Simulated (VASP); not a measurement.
Wanted: the native input for a VASP 6.6.1 run.

```
Task                   : single point
Functional             : PBE
Potentials or basis    : VASP PAW PBE potentials, release 64 (Zr_sv)
Cutoff                 : 520 eV
k mesh                 : 18 × 18 × 18
Occupations            : gaussian, width 0.1 eV
Spin                   : no spin polarisation
Dipole correction      : no
Further INCAR settings : ALGO = Normal; EDIFF = 1e-06; NBANDS = 12
```

The structure of Zr lies in POSCAR:

```
Zr
1.0
    0.0000000000      2.0970417237      2.0970417237
    2.0970417237      0.0000000000      2.0970417237
    2.0970417237      2.0970417237      0.0000000000
Zr
1
Direct
    0.0000000000      0.0000000000      0.0000000000
```

This isn't the form of Zr at room conditions, which is hcp.

These files were run (other wordings do the same):

INCAR

```
SYSTEM = Zr
  ALGO = Normal
  EDIFF = 1E-6
  ENCUT = 520
  GGA = PE
  ISIF = 2
  ISMEAR = 0
  LASPH = .True.
  LCHARG = .False.
  LREAL = .False.
  LWAVE = .False.
  NBANDS = 12
  NELM = 60
  PREC = Accurate
  SIGMA = 0.1
```

KPOINTS

```
k-points
0
Gamma
  18 18 18
  0 0 0
```

Potentials or basis: VASP PAW PBE potentials, release 64 (Zr_sv).

Command:

```sh
$ cat potpaw_PBE.64/Zr_sv/POTCAR > POTCAR
$ mpirun -np 1 vasp_std > vasp.out
```

It gave:

```yaml
Pressure: 30.1 GPa
Band_gap_on_the_k_mesh: zero (bands 6 and 7 overlap by 1.71 eV)
```

Caveat: the cell stands under pressure.

Wall time 44 s on 1 thread of Intel Xeon 8259CL, with other jobs on the host, peak memory 0.17 GiB.
